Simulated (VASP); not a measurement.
Wanted: the native input for a VASP 6.6.1 run.

| Property | Result |
| --- | --- |
| Task | single point |
| Functional | PBE |
| Potentials or basis | VASP PAW PBE potentials, release 64 (Al, B, N) |
| Cutoff | 520 eV |
| k mesh | 6 × 6 × 6 |
| Occupations | gaussian, width 0.1 eV |
| Spin | collinear spin, ferromagnetic start |
| Starting moments | [0.0, 0.0, 0.0, 0.0, 1.0, 1.0] μB |
| Dipole correction | no |
| Further INCAR settings | ALGO = Normal; EDIFF = 1e-07; NBANDS = 24 |

The structure of Al3BN2 lies in POSCAR:

```
Al3BN2
1.0
   -2.2191372200      2.2191372200      4.1391094100
    2.2191372200     -2.2191372200      4.1391094100
    2.2191372200      2.2191372200     -4.1391094100
Al B N
3 1 2
Direct
    0.5000000000      0.0000000000      0.5000000000
    0.0000000000      0.5000000000      0.5000000000
    0.0000000000      0.0000000000      0.0000000000
    0.5000000000      0.5000000000      0.0000000000
    0.3224259000      0.3224259000      0.0000000000
    0.6775741000      0.6775741000      0.0000000000
```

The cell was built from a structure type or drawn by symmetry, and may not be a known phase.

One way to write it, as run:

INCAR

```
SYSTEM = Al3BN2
  ALGO = Normal
  EDIFF = 1E-7
  ENCUT = 520
  GGA = PE
  ISIF = 2
  ISMEAR = 0
  ISPIN = 2
  LASPH = .TRUE.
  LCHARG = .FALSE.
  LORBIT = 11
  LREAL = .FALSE.
  LWAVE = .FALSE.
  MAGMOM = 0 0 0 0 1 1
  NBANDS = 24
  NELM = 150
  PREC = Accurate
  SIGMA = 0.1
```

KPOINTS

```
k-points
0
G
  6 6 6
  0 0 0
```

Potentials or basis: VASP PAW PBE potentials, release 64 (Al, B, N).

The run is started by

```sh
$ cat potpaw_PBE.64/Al/POTCAR potpaw_PBE.64/B/POTCAR potpaw_PBE.64/N/POTCAR > POTCAR
$ mpirun -np 1 vasp_std > vasp.out
```

It gave:

| Item | Value |
| --- | --- |
| Pressure | 14.4 GPa |
| Largest force | 3.974 eV/Å |
| Band gap on the k mesh | zero (filled and empty bands overlap) |
| Net moment | 0.00 μB per cell |
| Valence electrons inside the program's atomic spheres | Al 0.86, 1.05 (each value once); B 2.08; N 3.57 |

Caveat: the cell stands under pressure; semilocal functionals underestimate gaps, so a narrow gap can read as zero; forces of over 1 eV/Å act on the atoms, so gaps and moduli don't describe the material at rest.

Wall time 100 s on 1 thread of AMD EPYC 9R45 (Zen 5) (shared host), peak memory 0.3 GiB.
